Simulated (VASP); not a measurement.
**Ni: relaxation of cell and atoms with PBEsol**

Ni:

```
Ni
1.0
     2.44802    0.00000    0.00000
    -1.22401    2.12005    0.00000
     0.00000    0.00000    4.07281
Ni
2
Direct
  0.33333 0.66667 0.25000
  0.66667 0.33333 0.75000
```

This isn't the form of Ni at room conditions, which is fcc.

```yaml
Program: VASP 6.6.1
Task: relaxation of cell and atoms
Functional: PBEsol
Potentials_or_basis: VASP PAW PBE potentials, release 64 (Ni)
Cutoff: 600 eV
k_mesh: 14 × 14 × 7
Occupations: fermi-dirac, width 0.1 eV
Spin: collinear spin, ferromagnetic start
Starting_moments: "[2.0, 2.0] μB"
Dipole_correction: no
Further_INCAR_settings: ALGO = Normal; EDIFF = 1e-07; IBRION = 2; EDIFFG = -0.005; NSW = 80; ISIF = 3
```

The relaxed volume is 10.42 Å³/atom and the relaxed cell is a = 2.450 Å, b = 2.450 Å, c = 4.012 Å, α = 90.00°, β = 90.00°, γ = 120.00°. The space group after relaxing (to 0.1 Å) is P6_3/mmc (No. 194) and the energy gained by relaxing is 2.7 meV/atom. The ionic steps are 5 and the pressure after relaxing is 0.0 GPa. The net moment is 1.20 μB per cell, the site moments are Ni +0.61 μB and the valence electrons inside the program's atomic spheres are Ni 9.39.

Step by step:
```csv
step,energy change (eV),largest force (eV/Å),pressure (GPa),volume (Å³)
1,0.0000,0.0000,-2.98,21.14
2,-0.0021,0.0000,3.38,20.54
3,-0.0045,0.0000,0.58,20.79
4,-0.0053,0.0000,0.06,20.84
5,-0.0053,0.0000,-0.01,20.85
```

Final structure:
```
Ni
1.0
     2.44950    0.00000    0.00000
    -1.22475    2.12133    0.00000
     0.00000    0.00000    4.01194
Ni
2
Cartesian
  0.0000 1.4142 1.0030
  1.2248 0.7071 3.0090
```

Levels at points of the mesh, in eV from the Fermi level:
Spin up:
```
           k point  band 8  band 9  band 10  band 11  band 12  band 13  band 14  band 15
(0.00, 0.00, 0.00)   -1.71   -1.71    -0.70    -0.70    -0.47     5.92    22.94    25.13
(0.50, 0.00, 0.00)   -0.57   -0.50    -0.44     1.22     3.17     9.55    10.16    12.71
```
Spin down:
| k point | band 7 | band 8 | band 9 | band 10 | band 11 | band 12 |
| --- | --- | --- | --- | --- | --- | --- |
| (0.00, 0.00, 0.00) | -1.48 | -1.06 | -1.06 | -0.49 | 0.00 | 0.00 |
| (0.50, 0.00, 0.00) | -1.48 | 0.14 | 0.20 | 0.28 | 1.68 | 3.54 |

Run time: 4.2 min on 1 thread of Intel Xeon 8259CL, on a shared host, peak memory 0.2 GiB.

Caveat: the PAW data sets were made with another functional, which shifts forces and pressure a little.
